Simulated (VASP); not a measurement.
Wanted: the native input for a VASP 6.6.1 run.

| Property | Result |
| --- | --- |
| Task | single point |
| Functional | PBEsol |
| Potentials or basis | VASP PAW PBE potentials, release 64 (Sc_sv, Pd) |
| Cutoff | 520 eV |
| k mesh | 11 × 11 × 11 |
| Occupations | fermi-dirac, width 0.05 eV |
| Spin | no spin polarisation |
| Dipole correction | no |
| Further INCAR settings | ALGO = Normal; EDIFF = 1e-07; NBANDS = 18 |

The structure of ScPd lies in POSCAR:

```
ScPd
1.0
    2.9977640795      0.0000000000      0.0000000000
    0.0000000000      2.9977640795      0.0000000000
    0.0000000000      0.0000000000      2.9977640795
Sc Pd
1 1
Direct
    0.5000000000      0.5000000000      0.5000000000
    0.0000000000      0.0000000000      0.0000000000
```

This cell differs from its parent crystal: volume scaled by 0.75.

The input as run:

INCAR

```
PREC = Accurate
ENCUT = 520
EDIFF = 1E-7
ISMEAR = -1
SIGMA = 0.05
LREAL = F
LASPH = T
NELM = 60
ALGO = Normal
ISIF = 2
LWAVE = F
LCHARG = T
GGA = PS
LELF = T
LVHAR = T
NBANDS = 18
```

KPOINTS

```
regular mesh
0
Gamma
  11 11 11
```

Potentials or basis: VASP PAW PBE potentials, release 64 (Sc_sv, Pd).

Run with:

```bash
$ cat potpaw_PBE.64/Sc_sv/POTCAR potpaw_PBE.64/Pd/POTCAR > POTCAR
$ mpirun -np 1 vasp_std > vasp.out
```

It gave:

```yaml
Pressure: 55.2 GPa
```

Caveat: the PAW data sets were made with another functional, which shifts forces and pressure a little.

Run time: 16 s on 1 thread of Intel(R) Xeon(R) Platinum 8259CL CPU @ 2.50GHz (Skylake/Cascade Lake) (shared host), peak memory 0.15 GiB.
